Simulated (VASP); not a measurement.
A run of VASP 6.6.1 is set up as follows.

Contents of INCAR:

```
  PREC = Accurate
  ENCUT = 520
  EDIFF = 1E-6
  ISMEAR = 0
  SIGMA = 0.01
  LREAL = False
  LASPH = True
  NELM = 60
  ALGO = Normal
  ISIF = 2
  LWAVE = False
  LCHARG = False
  GGA = PE
  NBANDS = 14
```

KPOINTS

```
regular mesh
0
Gamma
  4 4 4
```

POSCAR

```
NaI
1.0
   -0.0386514326      3.2233662840      3.2233662840
    3.2233662840     -0.0386514326      3.2233662840
    3.2233662840      3.2233662840     -0.0386514326
Na I
1 1
Direct
    0.0000000000      0.0000000000      0.0000000000
    0.5000000000      0.5000000000      0.5000000000
```

Potentials or basis: VASP PAW PBE potentials, release 64 (Na_pv, I).

Run with:

```sh
$ cat potpaw_PBE.64/Na_pv/POTCAR potpaw_PBE.64/I/POTCAR > POTCAR
$ mpirun -np 1 vasp_std > vasp.out
```

(1) What does it give for the pressure?

(2) Estimate the band gap on the k mesh.

## Answers

(1) 0.4 GPa.

(2) 3.57 eV, direct.

Caveat: the cell differs from its parent crystal (epitaxial 111 strain +1.0%); spin-orbit coupling is left out, which moves the levels of the heavy elements.
